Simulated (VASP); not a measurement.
# Os (P6/mmm) in VASP: single point with PBE

Aim: the single point of Os with PBE.

All numbers are computed with VASP 6.6.1; they aren't measurements. Logs are shortened: lines on timing, memory, paths and dates and some standing lists are left out, and cuts for length are marked.

**1. The cell of the first run**

Symmetry: P6/mmm, No. 191, hexagonal system. Conventional cell: a = 2.674 Å, b = 2.674 Å, c = 5.637 Å, α = 90.00°, β = 90.00°, γ = 120.00°. Os (site symmetry 6mm) has 7 Os at 2.30 to 2.67 Å within 3.0 Å.

The cell was generated, and may not be a known phase.

**2. Single point, PBE**

INCAR reads:

```
PREC = Accurate
ENCUT = 560
EDIFF = 1E-6
ISMEAR = 0
SIGMA = 0.1
LREAL = F
LASPH = T
NELM = 120
ALGO = Normal
ISIF = 2
LWAVE = F
LCHARG = F
GGA = PE
NBANDS = 23
GGA_COMPAT = F
```

KPOINTS reads:

```
regular mesh
0
Gamma
  6 6 4
```

POSCAR reads:

```
Os
1.0
    2.6742277984      0.0000000000      0.0000000000
   -1.3371138992      2.3159492089      0.0000000000
    0.0000000000      0.0000000000      5.6373726311
Os
2
Direct
    0.0000000000      0.0000000000      0.2962881929
    0.0000000000      0.0000000000      0.7037118071
```

Potentials or basis: VASP PAW PBE potentials, release 64 (Os_sv_GW).

On the command line:

```bash
$ cat potpaw_PBE.64/Os_sv_GW/POTCAR > POTCAR
$ mpirun -np 1 vasp_std > vasp.out
```

OUTCAR:

```text
PREC = Accurate
   ENCUT = 560
   EDIFF = 1E-6
   ISMEAR = 0
   LREAL = F
   LASPH = T
   NELM = 120
   ISIF = 2
   GGA = PE

 ion  position               nearest neighbor table
   1  0.000  0.000  0.296-   2 2.30
   2  0.000  0.000  0.704-   1 2.30

  LATTYP: Found a hexagonal cell.
 ALAT       =     2.6742277984
 C/A-ratio  =     2.1080375555

  Lattice vectors:

 A1 = (   2.6742277984,   0.0000000000,   0.0000000000)
 A2 = (  -1.3371138992,   2.3159492089,   0.0000000000)
 A3 = (   0.0000000000,   0.0000000000,   5.6373726311)

Analysis of symmetry for initial positions (statically):
=====================================================================
 Subroutine PRICEL returns:
 Original cell was already a primitive cell.

 Routine SETGRP: Setting up the symmetry group for a
 hexagonal supercell.

 Subroutine GETGRP returns: Found 24 space group operations
 (whereof 24 operations were pure point group operations)
 out of a pool of 24 trial point group operations.

The static configuration has the point symmetry D_6h.

Analysis of symmetry for dynamics (positions and initial velocities):
=====================================================================
 Subroutine PRICEL returns:
 Original cell was already a primitive cell.

 Routine SETGRP: Setting up the symmetry group for a
 hexagonal supercell.

 Subroutine GETGRP returns: Found 24 space group operations
 (whereof 24 operations were pure point group operations)
 out of a pool of 24 trial point group operations.

The dynamic configuration has the point symmetry D_6h.

 Subroutine INISYM returns: Found 24 space group operations
 (whereof 24 operations are pure point group operations),
 and found     1 'primitive' translations

----------------------------------------------------------------------------------------

                                     Primitive cell

  volume of cell :      34.9144

  direct lattice vectors                    reciprocal lattice vectors
     2.674227798  0.000000000  0.000000000     0.373939722  0.215894199  0.000000000
    -1.337113899  2.315949209  0.000000000     0.000000000  0.431788399  0.000000000
     0.000000000  0.000000000  5.637372631     0.000000000  0.000000000  0.177387600

  length of vectors
     2.674227798  2.674227798  5.637372631     0.431788399  0.431788399  0.177387600

  position of ions in fractional coordinates (direct lattice)
     0.000000000  0.000000000  0.296288193
     0.000000000  0.000000000  0.703711807

  ion indices of the primitive-cell ions
   primitive index   ion index
                 1           1
                 2           2

----------------------------------------------------------------------------------------

 KPOINTS: regular mesh

Automatic generation of k-mesh.
 Grid dimensions read from file:
 generate k-points for:    6    6    4

 Generating k-lattice:

  Cartesian coordinates                     Fractional coordinates (reciprocal lattice)
     0.062323287  0.035982367  0.000000000     0.166666667 -0.000000000  0.000000000
     0.000000000  0.071964733  0.000000000     0.000000000  0.166666667  0.000000000
     0.000000000  0.000000000  0.044346900     0.000000000  0.000000000  0.250000000

  Length of vectors
     0.071964733  0.071964733  0.044346900

  Shift w.r.t. Gamma in fractional coordinates (k-lattice)
     0.000000000  0.000000000  0.000000000

 Subroutine IBZKPT returns following result:
 ===========================================

 Found     21 irreducible k-points:

 Following reciprocal coordinates:
            Coordinates               Weight
  0.000000  0.000000  0.000000      1.000000
  0.166667  0.000000  0.000000      6.000000
  0.333333  0.000000  0.000000      6.000000
  0.500000  0.000000  0.000000      3.000000
  0.166667  0.166667  0.000000      6.000000
  0.333333  0.166667  0.000000     12.000000
[... 13 lines left out ...]
  0.333333  0.166667  0.500000     12.000000
  0.333333  0.333333  0.500000      2.000000
   k-points           NKPTS =     21   k-points in BZ     NKDIM =     21   number of bands    NBANDS=     23
   number of dos      NEDOS =    301   number of ions     NIONS =      2
   total plane-waves  NPLWV =  27648
   dimension x,y,z NGX =    24 NGY =   24 NGZ =   48
   dimension x,y,z NGXF=    48 NGYF=   48 NGZF=   96
   ions per type =               2
   NGX,Y,Z   is equivalent  to a cutoff of  14.92, 14.92, 14.16 a.u.
   NGXF,Y,Z  is equivalent  to a cutoff of  29.84, 29.84, 28.31 a.u.
 SYSTEM =  unknown system
   PREC   = accura    normal or accurate (medium, high low for compatibility)
   ISTART =      0    job   : 0-new  1-cont  2-samecut
   ICHARG =      2    charge: 1-file 2-atom 10-const
   ISPIN  =      1    spin polarized calculation?
   LNONCOLLINEAR =      F non collinear calculations
   LSORBIT =      F    spin-orbit coupling
   LASPH  =      T    aspherical Exc in radial PAW
   ENCUT  =  560.0 eV  41.16 Ry    6.42 a.u.   5.16  5.16 10.88*2*pi/ulx,y,z
   NELM   =    120;   NELMIN=  2; NELMDL= -5     # of ELM steps
   EDIFF  = 0.1E-05   stopping-criterion for ELM
   LREAL  =      F    real-space projection
   EDIFFG = 0.1E-04   stopping-criterion for IOM
   NSW    =      0    number of steps for IOM
   IBRION =     -1    ionic relax: 0-MD 1-quasi-New 2-CG
   NFREE  =      0    steps in history (QN), initial steepest desc. (CG)
   ISIF   =      2    stress and relaxation
   ISYM   =      2    0-nonsym 1-usesym 2-fastsym
   POTIM  = 0.5000    time-step for ionic-motion
   TEBEG  =    0.0;   TEEND  =   0.0 temperature during run
   PSTRESS=    0.0 pullay stress
   NELECT =      32.0000    total number of electrons
   NUPDOWN=      -1.0000    fix difference up-down
   EMIN   =  10.00;   EMAX   =-10.00  energy-range for DOS
   EFERMI =   0.00;   METHOD = LEGACY
   ISMEAR =     0;   SIGMA  =   0.10  broadening in eV -4-tet -1-fermi 0-gaus
   EFERMI_NEDOS =   21; number of points for ismear=-14 and -15
   IALGO  =     38    algorithm
   IMIX   =      4    mixing-type and parameters
     AMIX     =   0.40;   BMIX     =  1.00
     AMIX_MAG =   1.60;   BMIX_MAG =  1.00
  volume/ion in A,a.u.               =      17.46       117.81
  Fermi-wavevector in a.u.,A,eV,Ry     =   1.590218  3.005077 34.406338  2.528794
  Thomas-Fermi vector in A             =   2.688947
   LORBIT       =      0    0 simple, 1 ext, 2 COOP (PROOUT), +10 PAW based schemes
   GGA     = PE    functional components
   LHFCALC =     F    Hartree Fock is set to
   AEXX    =    0.0000 exact exchange contribution
   IVDW    =     0    specifies the selected vdW correction
   LEPSILON=     F    determine dielectric tensor
   LRPA    =     F    only Hartree local field effects (RPA)
 non-spin polarized calculation
 Gauss-broadening in eV      SIGMA  =   0.10
  energy-cutoff  :      560.00
  volume of cell :       34.91
 maximum number of plane-waves:      1068
 NGX is ok and might be reduce to    24
   NGX = 11   NGY = 11   NGZ = 21

 number of electron      31.9999999 magnetization

 Free energy of the ion-electron system (eV)
  ---------------------------------------------------
  ext. energy  EPLUGINS =         0.00000000
  ---------------------------------------------------
  free energy    TOTEN  =       -22.59614783 eV

  energy without entropy =      -22.58318488  energy(sigma->0) =      -22.58966635

 E-fermi :  10.1583     XC(G=0): -12.9690

 val. band max:       10.1233228065   @ k =   0.3333   0.1667   0.2500
 cond. band min:      10.2000358073   @ k =   0.3333   0.1667   0.0000
 fundamental gap:      0.0767130009
 Fermi energy:        10.1583064243

 k-point     1 :       0.0000    0.0000    0.0000
  band No.  band energies     occupation
      1     -76.3143      2.00000
      2     -76.1894      2.00000
      3     -36.4086      2.00000
      4     -35.1981      2.00000
      5     -35.1981      2.00000
      6     -35.1272      2.00000
[... 15 lines left out ...]
     22      24.0529      0.00000
     23      24.7862      0.00000

 k-point     2 :       0.1667    0.0000    0.0000
  band No.  band energies     occupation
      1     -76.2950      2.00000
      2     -76.1703      2.00000
      3     -36.3720      2.00000
      4     -35.4388      2.00000
      5     -35.2972      2.00000
      6     -35.2546      2.00000
[... 15 lines left out ...]
     22      25.4906      0.00000
     23      25.9743      0.00000

 k-point     3 :       0.3333    0.0000    0.0000
  band No.  band energies     occupation
      1     -76.2565      2.00000
      2     -76.1327      2.00000
      3     -36.2985      2.00000
      4     -35.9029      2.00000
      5     -35.7399      2.00000
      6     -35.3658      2.00000
[... 15 lines left out ...]
     22      20.7178      0.00000
     23      24.0963      0.00000

 k-point     4 :       0.5000    0.0000    0.0000
  band No.  band energies     occupation
      1     -76.2368      2.00000
      2     -76.1137      2.00000
      3     -36.2607      2.00000
      4     -36.1259      2.00000
      5     -35.9535      2.00000
      6     -35.4206      2.00000
[... 15 lines left out ...]
     22      18.0305      0.00000
     23      21.4928      0.00000

 k-point     5 :       0.1667    0.1667    0.0000
  band No.  band energies     occupation
      1     -76.2664      2.00000
      2     -76.1421      2.00000
      3     -36.3171      2.00000
      4     -35.7447      2.00000
      5     -35.5887      2.00000
      6     -35.3853      2.00000
[... 15 lines left out ...]
     22      22.9189      0.00000
     23      24.2902      0.00000

 k-point     6 :       0.3333    0.1667    0.0000
  band No.  band energies     occupation
      1     -76.2371      2.00000
      2     -76.1138      2.00000
      3     -36.2612      2.00000
      4     -36.0107      2.00000
      5     -35.8436      2.00000
      6     -35.5455      2.00000
[... 15 lines left out ...]
     22      18.1585      0.00000
     23      21.7311      0.00000

 k-point     7 :       0.3333    0.3333    0.0000
  band No.  band energies     occupation
      1     -76.2267      2.00000
      2     -76.1036      2.00000
      3     -36.2418      2.00000
      4     -35.8517      2.00000
      5     -35.8517      2.00000
      6     -35.6920      2.00000
[... 275 lines left out ...]
     22      22.3040      0.00000
     23      23.1887      0.00000

 k-point    18 :       0.5000    0.0000    0.5000
  band No.  band energies     occupation
      1     -76.2361      2.00000
      2     -76.1145      2.00000
      3     -36.2384      2.00000
      4     -36.1228      2.00000
      5     -35.9564      2.00000
      6     -35.4194      2.00000
[... 15 lines left out ...]
     22      17.9421      0.00000
     23      21.5827      0.00000

 k-point    19 :       0.1667    0.1667    0.5000
  band No.  band energies     occupation
      1     -76.2653      2.00000
      2     -76.1428      2.00000
      3     -36.2932      2.00000
      4     -35.7417      2.00000
      5     -35.5912      2.00000
      6     -35.3836      2.00000
[... 15 lines left out ...]
     22      23.2459      0.00000
     23      25.4127      0.00000

 k-point    20 :       0.3333    0.1667    0.5000
  band No.  band energies     occupation
      1     -76.2363      2.00000
      2     -76.1145      2.00000
      3     -36.2385      2.00000
      4     -36.0080      2.00000
      5     -35.8465      2.00000
      6     -35.5435      2.00000
[... 15 lines left out ...]
     22      19.7048      0.00000
     23      22.9375      0.00000

 k-point    21 :       0.3333    0.3333    0.5000
  band No.  band energies     occupation
      1     -76.2268      2.00000
      2     -76.1051      2.00000
      3     -36.2205      2.00000
      4     -35.8499      2.00000
      5     -35.8499      2.00000
      6     -35.6953      2.00000
[... 15 lines left out ...]
     22      20.1411      0.00000
     23      20.4653      0.00000

------------------------ aborting loop because EDIFF is reached ----------------------------------------

  FORCE on cell =-STRESS in cart. coord.  units (eV):
  Direction    XX          YY          ZZ          XY          YZ          ZX
  --------------------------------------------------------------------------------------
  -------------------------------------------------------------------------------------
  Total       -0.2664492     -0.2664492     -0.1248024      0.0000000      0.0000000      0.0000000
  in kB      -12.2270244    -12.2270244     -5.7270290      0.0000000      0.0000000      0.0000000
  external PRESSURE =     -10.0603592 kB  Pullay stress =       0.0000000 kB

 VOLUME and BASIS-vectors are now :
 -----------------------------------------------------------------------------
  energy-cutoff  :      560.00
  volume of cell :       34.91
      direct lattice vectors                 reciprocal lattice vectors
     2.674227798  0.000000000  0.000000000     0.373939722  0.215894199  0.000000000
    -1.337113899  2.315949209  0.000000000     0.000000000  0.431788399  0.000000000
     0.000000000  0.000000000  5.637372631     0.000000000  0.000000000  0.177387600

 POSITION                                       TOTAL-FORCE (eV/Angst)
 -----------------------------------------------------------------------------------
      0.00000      0.00000      1.67029        -0.000000      0.000000     -0.080171
      0.00000      0.00000      3.96709         0.000000     -0.000000      0.080171
 -----------------------------------------------------------------------------------
    total drift:                                0.000000      0.000000      0.000000

  FREE ENERGIE OF THE ION-ELECTRON SYSTEM (eV)
  ---------------------------------------------------
  free  energy   TOTEN  =       -22.5961478276 eV

  energy  without entropy=      -22.5831848789  energy(sigma->0) =      -22.58966635
```

It took 9.3 s on 1 thread of Intel Xeon 6975P-C (Granite Rapids), shared host; peak memory 0.17 GiB.

Results:

```yaml
Free_energy: -22.5961 eV
Pressure: -1.0 GPa
Largest_force: 0.080 eV/Å
Band_gap_on_the_k_mesh: zero (bands 16 and 17 overlap by 2.45 eV)
```

Forces in eV/Å, atoms in the order of the input:
```
Os   0.000  0.000 -0.080
Os   0.000  0.000  0.080
```

Stress tensor (GPa, compression positive):
```
-1.22  0.00  0.00
 0.00 -1.22  0.00
 0.00  0.00 -0.57
```

Caveat: the k points lie up to 0.45 Å⁻¹ apart, too coarse for converged energies and pressures of a metal; spin-orbit coupling is left out, which moves the levels of the heavy elements.

The gap in the log of VASP goes by the Fermi energy; the results here count the filled bands.